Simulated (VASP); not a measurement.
# TiPdC4N4 (P-43m) in VASP: further runs

TiPdC4N4 is run at these levels: PBE; tasks: single point.

Program: VASP 6.6.1. These are calculated values, not measurements. Logs are shortened: lines on timing, memory, paths and dates and some standing lists are left out, and cuts for length are marked.

### Step 1. The cell of the first run

It takes space group P-43m (No. 215, cubic). The conventional cell has a = 5.897 Å, b = 5.897 Å, c = 5.897 Å, α = 90.00°, β = 90.00°, γ = 90.00°. Within 2.5 Å of Ti (site symmetry -43m) lie 4 N at 1.92 Å. Pd (site symmetry -43m) has 4 C at 1.99 Å within 2.6 Å. C (site symmetry 3m) has 1 N at 1.20 Å within 1.6 Å. N (site symmetry 3m) has 1 C at 1.20 Å within 1.6 Å.

### Step 2. Single point, PBE, collinear spin

Input file INCAR:

```
SYSTEM = TiPdC4N4
PREC = Accurate
ENCUT = 520
EDIFF = 1E-6
ISMEAR = 0
SIGMA = 0.1
LREAL = .False.
LASPH = .True.
NELM = 150
ALGO = Normal
ISIF = 2
LWAVE = .False.
LCHARG = .False.
ISPIN = 2
MAGMOM = 1 0 0 0 0 0 0 0 0 0
LORBIT = 11
LMAXMIX = 4
GGA = PE
NBANDS = 44
```

Input file KPOINTS:

```
Automatic mesh
0
Gamma
  4 4 4
  0 0 0
```

Input file POSCAR:

```
TiPdC4N4
1.0
    5.8968503834      0.0000000000      0.0000000000
    0.0000000000      5.8968503834      0.0000000000
    0.0000000000      0.0000000000      5.8968503834
Ti Pd C N
1 1 4 4
Direct
    0.5000000000      0.5000000000      0.5000000000
    0.0000000000      0.0000000000      0.0000000000
    0.1946921112      0.1946921112      0.1946921112
    0.1946921112      0.8053078888      0.8053078888
    0.8053078888      0.1946921112      0.8053078888
    0.8053078888      0.8053078888      0.1946921112
    0.3117643959      0.3117643959      0.3117643959
    0.3117643959      0.6882356041      0.6882356041
    0.6882356041      0.3117643959      0.6882356041
    0.6882356041      0.6882356041      0.3117643959
```

Potentials or basis: VASP PAW PBE potentials, release 64 (Ti_sv, Pd, C, N).

Command:

```bash
$ cat potpaw_PBE.64/Ti_sv/POTCAR potpaw_PBE.64/Pd/POTCAR potpaw_PBE.64/C/POTCAR potpaw_PBE.64/N/POTCAR > POTCAR
$ mpirun -np 1 vasp_std > vasp.out
```

OUTCAR:

```text
SYSTEM = TiPdC4N4
   PREC = Accurate
   ENCUT = 520
   EDIFF = 1E-6
   ISMEAR = 0
   LREAL = .False.
   LASPH = .True.
   NELM = 150
   ISIF = 2
   ISPIN = 2
   LORBIT = 11
   GGA = PE

 ion  position               nearest neighbor table
   1  0.500  0.500  0.500-   7 1.92   8 1.92   9 1.92  10 1.92
   2  0.000  0.000  0.000-   3 1.99   4 1.99   5 1.99   6 1.99
   3  0.195  0.195  0.195-   7 1.20   2 1.99
   4  0.195  0.805  0.805-   8 1.20   2 1.99
   5  0.805  0.195  0.805-   9 1.20   2 1.99
   6  0.805  0.805  0.195-  10 1.20   2 1.99
   7  0.312  0.312  0.312-   3 1.20   1 1.92
   8  0.312  0.688  0.688-   4 1.20   1 1.92
   9  0.688  0.312  0.688-   5 1.20   1 1.92
  10  0.688  0.688  0.312-   6 1.20   1 1.92

  LATTYP: Found a simple cubic cell.
 ALAT       =     5.8968503834

  Lattice vectors:

 A1 = (   5.8968503834,   0.0000000000,   0.0000000000)
 A2 = (   0.0000000000,   5.8968503834,   0.0000000000)
 A3 = (   0.0000000000,   0.0000000000,   5.8968503834)

Analysis of symmetry for initial positions (statically):
=====================================================================
 Subroutine PRICEL returns:
 Original cell was already a primitive cell.

 Routine SETGRP: Setting up the symmetry group for a
 simple cubic supercell.

 Subroutine GETGRP returns: Found 24 space group operations
 (whereof 24 operations were pure point group operations)
 out of a pool of 48 trial point group operations.

The static configuration has the point symmetry T_d .

Analysis of symmetry for dynamics (positions and initial velocities):
=====================================================================
 Subroutine PRICEL returns:
 Original cell was already a primitive cell.

 Routine SETGRP: Setting up the symmetry group for a
 simple cubic supercell.

 Subroutine GETGRP returns: Found 24 space group operations
 (whereof 24 operations were pure point group operations)
 out of a pool of 48 trial point group operations.

The dynamic configuration has the point symmetry T_d .

Analysis of structural, dynamic, and magnetic symmetry:
=====================================================================
 Subroutine PRICEL returns:
 Original cell was already a primitive cell.

 Routine SETGRP: Setting up the symmetry group for a
 simple cubic supercell.

 Subroutine GETGRP returns: Found 24 space group operations
 (whereof 24 operations were pure point group operations)
 out of a pool of 48 trial point group operations.

The overall configuration has the point symmetry T_d .

[... 151 lines left out ...]

 val. band max:       -0.5869575073   @ k =   0.5000   0.5000   0.5000
 cond. band min:       0.3950323281   @ k =   0.5000   0.5000   0.0000
 fundamental gap:      0.9819898354
 Fermi energy:        -0.1386597207

 spin component 1

 k-point     1 :       0.0000    0.0000    0.0000
  band No.  band energies     occupation
      1     -58.3406      1.00000
      2     -34.6024      1.00000
      3     -34.6024      1.00000
      4     -34.6024      1.00000
      5     -18.1435      1.00000
      6     -18.0053      1.00000
[... 429 lines left out ...]
     40       4.8114      0.00000
     41       5.1818      0.00000
 Fermi energy:        -0.1386597207

 spin component 2

 k-point     1 :       0.0000    0.0000    0.0000
  band No.  band energies     occupation
      1     -58.3406      1.00000
      2     -34.6024      1.00000
      3     -34.6024      1.00000
      4     -34.6024      1.00000
      5     -18.1435      1.00000
      6     -18.0053      1.00000
[... 429 lines left out ...]
     40       4.8114      0.00000
     41       5.1818      0.00000
 [bands above 41 left out]

------------------------ aborting loop because EDIFF is reached ----------------------------------------

  FORCE on cell =-STRESS in cart. coord.  units (eV):
  Direction    XX          YY          ZZ          XY          YZ          ZX
  --------------------------------------------------------------------------------------
  -------------------------------------------------------------------------------------
  Total        0.2552445      0.2552445      0.2552445      0.0000000     -0.0000000      0.0000000
  in kB        1.9943741      1.9943741      1.9943741      0.0000000     -0.0000000      0.0000000
  external PRESSURE =       1.9943741 kB  Pullay stress =       0.0000000 kB

 VOLUME and BASIS-vectors are now :
 -----------------------------------------------------------------------------
  energy-cutoff  :      520.00
  volume of cell :      205.05
      direct lattice vectors                 reciprocal lattice vectors
     5.896850383  0.000000000  0.000000000     0.169582054  0.000000000  0.000000000
     0.000000000  5.896850383  0.000000000     0.000000000  0.169582054  0.000000000
     0.000000000  0.000000000  5.896850383     0.000000000  0.000000000  0.169582054

 POSITION                                       TOTAL-FORCE (eV/Angst)
 -----------------------------------------------------------------------------------
      2.94843      2.94843      2.94843        -0.000000     -0.000000     -0.000000
      0.00000      0.00000      0.00000        -0.000000     -0.000000     -0.000000
      1.14807      1.14807      1.14807        -0.146534     -0.146534     -0.146534
      1.14807      4.74878      4.74878        -0.146534      0.146534      0.146534
      4.74878      1.14807      4.74878         0.146534     -0.146534      0.146534
      4.74878      4.74878      1.14807         0.146534      0.146534     -0.146534
      1.83843      1.83843      1.83843         0.133490      0.133490      0.133490
      1.83843      4.05842      4.05842         0.133490     -0.133490     -0.133490
      4.05842      1.83843      4.05842        -0.133490      0.133490     -0.133490
      4.05842      4.05842      1.83843        -0.133490     -0.133490      0.133490
 -----------------------------------------------------------------------------------
    total drift:                               -0.000000     -0.000000     -0.000000

  FREE ENERGIE OF THE ION-ELECTRON SYSTEM (eV)
  ---------------------------------------------------
  free  energy   TOTEN  =       -81.3009135948 eV

  energy  without entropy=      -81.3009135948  energy(sigma->0) =      -81.30091359

 total charge

# of ion       s       p       d       tot
------------------------------------------
    1        2.236   6.235   1.840  10.311
    2        0.562   1.007   8.345   9.914
    3        0.963   1.522   0.000   2.485
    4        0.963   1.522   0.000   2.485
    5        0.963   1.522   0.000   2.485
    6        0.963   1.522   0.000   2.485
    7        1.296   2.638   0.000   3.934
    8        1.296   2.638   0.000   3.934
    9        1.296   2.638   0.000   3.934
   10        1.296   2.638   0.000   3.934
--------------------------------------------------
tot         11.833  23.883  10.185  45.901

 magnetization (x)

# of ion       s       p       d       tot
------------------------------------------
    1       -0.000   0.000   0.000   0.000
    2       -0.000  -0.000  -0.000  -0.000
    3       -0.000  -0.000   0.000  -0.000
    4       -0.000  -0.000   0.000  -0.000
    5       -0.000  -0.000   0.000  -0.000
    6       -0.000  -0.000   0.000  -0.000
    7        0.000   0.000   0.000   0.000
    8        0.000   0.000   0.000   0.000
    9        0.000   0.000   0.000   0.000
   10        0.000   0.000   0.000   0.000
--------------------------------------------------
tot         -0.000   0.000   0.000   0.000
```

OSZICAR:

```text
N       E                     dE             d eps       ncg     rms          rms(c)
DAV:   1     0.480032294415E+03    0.48003E+03   -0.26570E+04  1776   0.118E+03
DAV:   2    -0.340341615559E+02   -0.51407E+03   -0.49010E+03  2076   0.321E+02
DAV:   3    -0.924729841650E+02   -0.58439E+02   -0.57569E+02  2616   0.110E+02
DAV:   4    -0.959189984283E+02   -0.34460E+01   -0.34358E+01  2440   0.231E+01
[... 11 lines left out ...]
DAV:  16    -0.813009122049E+02   -0.28290E-05   -0.41177E-05  2384   0.272E-02    0.123E-02
DAV:  17    -0.813009153370E+02   -0.31321E-05   -0.31466E-06  1788   0.104E-02    0.128E-02
DAV:  18    -0.813009135679E+02    0.17691E-05   -0.69288E-06  1592   0.129E-02    0.360E-03
DAV:  19    -0.813009135948E+02   -0.26951E-07   -0.10339E-06  1056   0.462E-03
   1 F= -.81300914E+02 E0= -.81300914E+02  d E =-.146405E-10  mag=    -0.0000
```

Run time: 2.7 min. Hardware: 1 thread of Intel Xeon Platinum 8488C (Sapphire Rapids), shared host; peak memory 0.48 GiB.

Results:

- Free energy: -81.3009 eV
- Pressure: 0.2 GPa
- Largest force: 0.254 eV/Å
- Band gap on the k mesh: 0.98 eV (least direct gap 1.02 eV)
- Net moment: 0.00 μB per cell
- Valence electrons inside the program's atomic spheres: Ti 10.31; Pd 9.91; C 2.48; N 3.93

Forces in eV/Å, atoms in the order of the input:
```
Ti   0.000  0.000  0.000
Pd   0.000  0.000  0.000
C   -0.147 -0.147 -0.147
C   -0.147  0.147  0.147
C    0.147 -0.147  0.147
C    0.147  0.147 -0.147
N    0.133  0.133  0.133
N    0.133 -0.133 -0.133
N   -0.133  0.133 -0.133
N   -0.133 -0.133  0.133
```

Levels at points of the mesh, in eV from the valence-band top:
Spin up:
```
           k point  band 25  band 26  band 27  band 28  band 29  band 30  band 31  band 32  band 33  band 34
(0.00, 0.00, 0.00)    -2.22    -2.22    -0.13    -0.13    -0.13     1.16     1.16     2.02     2.02     2.02
(0.50, 0.00, 0.00)    -2.08    -1.79    -0.47    -0.11    -0.11     0.99     1.40     2.24     2.30     2.30
(0.50, 0.50, 0.00)    -2.03    -1.78    -0.33    -0.04    -0.04     0.98     1.40     2.22     2.28     2.28
(0.50, 0.50, 0.50)    -2.21    -2.21     0.00     0.00     0.00     1.23     1.23     2.13     2.13     2.13
```
Spin down:
```
           k point  band 25  band 26  band 27  band 28  band 29  band 30  band 31  band 32  band 33  band 34
(0.00, 0.00, 0.00)    -2.22    -2.22    -0.13    -0.13    -0.13     1.16     1.16     2.02     2.02     2.02
(0.50, 0.00, 0.00)    -2.08    -1.79    -0.47    -0.11    -0.11     0.99     1.40     2.24     2.30     2.30
(0.50, 0.50, 0.00)    -2.03    -1.78    -0.33    -0.04    -0.04     0.98     1.40     2.22     2.28     2.28
(0.50, 0.50, 0.50)    -2.21    -2.21     0.00     0.00     0.00     1.23     1.23     2.13     2.13     2.13
```

A k mesh can miss the band edges.

### Step 3. Single point, PBE, collinear spin

This run uses another cell than the first one, of 20.88 Å³/atom.

Input file INCAR:

```
SYSTEM = TiPdC4N4
PREC     = Accurate       ! precision mode
ENCUT    = 520            ! plane-wave cutoff, eV
EDIFF    = 1E-6           ! SCF threshold, eV
ISMEAR   = 0              ! smearing method
SIGMA    = 0.1            ! smearing width, eV
LREAL    = .False.        ! projectors in reciprocal space
LASPH    = .True.         ! aspherical terms in the spheres
NELM     = 150            ! most SCF steps
ALGO     = Normal         ! electronic algorithm
ISIF     = 2              ! what is computed and relaxed
LWAVE    = .False.        ! write WAVECAR
LCHARG   = .False.        ! write CHGCAR
ISPIN    = 2              ! spin polarisation
MAGMOM   = 1 0 0 0 0 0 0 0 0 0 ! initial moments
LORBIT   = 11             ! projections on sites
LMAXMIX  = 4              ! l up to which the mixer works
GGA      = PE             ! functional
NBANDS   = 44             ! bands
```

KPOINTS is that of step 2.

Input file POSCAR:

```
TiPdC4N4
1.0
    5.9328513700      0.0000000000      0.0000000000
    0.0000000000      5.9328513700      0.0000000000
    0.0000000000      0.0000000000      5.9328513700
Ti Pd C N
1 1 4 4
Direct
    0.5000000000      0.5000000000      0.5000000000
    0.0000000000      0.0000000000      0.0000000000
    0.1885947800      0.1885947800      0.1885947800
    0.1885947800      0.8114052200      0.8114052200
    0.8114052200      0.1885947800      0.8114052200
    0.8114052200      0.8114052200      0.1885947800
    0.3024523200      0.3024523200      0.3024523200
    0.3024523200      0.6975476800      0.6975476800
    0.6975476800      0.3024523200      0.6975476800
    0.6975476800      0.6975476800      0.3024523200
```

Potentials or basis: VASP PAW PBE potentials, release 64 (Ti_sv, Pd, C, N).

Command:

```bash
$ cat potpaw_PBE.64/Ti_sv/POTCAR potpaw_PBE.64/Pd/POTCAR potpaw_PBE.64/C/POTCAR potpaw_PBE.64/N/POTCAR > POTCAR
$ mpirun -np 1 vasp_std > vasp.out
```

It took 2.4 min on 1 thread of Intel Xeon Platinum 8488C (Sapphire Rapids), shared host; peak memory 0.48 GiB.

It converged, with:

- Free energy: -80.7159 eV
- Pressure: 1.7 GPa
- Largest force: 4.178 eV/Å
- Band gap on the k mesh: 0.68 eV (least direct gap 0.71 eV)
- Net moment: 0.00 μB per cell
- Valence electrons inside the program's atomic spheres: Ti 10.06; Pd 10.15; C 2.56; N 3.94

Forces in eV/Å, atoms in the order of the input:
```
Ti   0.000  0.000  0.000
Pd   0.000  0.000  0.000
C   -1.029 -1.029 -1.029
C   -1.029  1.029  1.029
C    1.029 -1.029  1.029
C    1.029  1.029 -1.029
N    2.412  2.412  2.412
N    2.412 -2.412 -2.412
N   -2.412  2.412 -2.412
N   -2.412 -2.412  2.412
```

Levels at points of the mesh, in eV from the valence-band top:
Spin up:
```tsv
k point	band 26	band 27	band 28	band 29	band 30	band 31	band 32	band 33
(0.00, 0.00, 0.00)	-2.39	-0.13	-0.13	-0.13	0.84	0.84	1.64	1.64
(0.50, 0.00, 0.00)	-2.00	-0.46	-0.13	-0.13	0.70	1.11	1.76	1.89
(0.50, 0.50, 0.00)	-1.96	-0.37	-0.03	-0.03	0.68	1.12	1.77	1.82
(0.50, 0.50, 0.50)	-2.34	0.00	0.00	0.00	0.87	0.87	1.70	1.70
```
Spin down:
```tsv
k point	band 25	band 26	band 27	band 28	band 29	band 30	band 31	band 32	band 33	band 34
(0.00, 0.00, 0.00)	-2.39	-2.39	-0.13	-0.13	-0.13	0.84	0.84	1.64	1.64	1.64
(0.50, 0.00, 0.00)	-2.25	-2.00	-0.46	-0.13	-0.13	0.70	1.11	1.76	1.89	1.89
(0.50, 0.50, 0.00)	-2.20	-1.96	-0.37	-0.03	-0.03	0.68	1.12	1.77	1.82	1.82
(0.50, 0.50, 0.50)	-2.34	-2.34	0.00	0.00	0.00	0.87	0.87	1.70	1.70	1.70
```

Caveat: forces of over 1 eV/Å act on the atoms, so gaps and moduli don't describe the material at rest. A k mesh can miss the band edges.
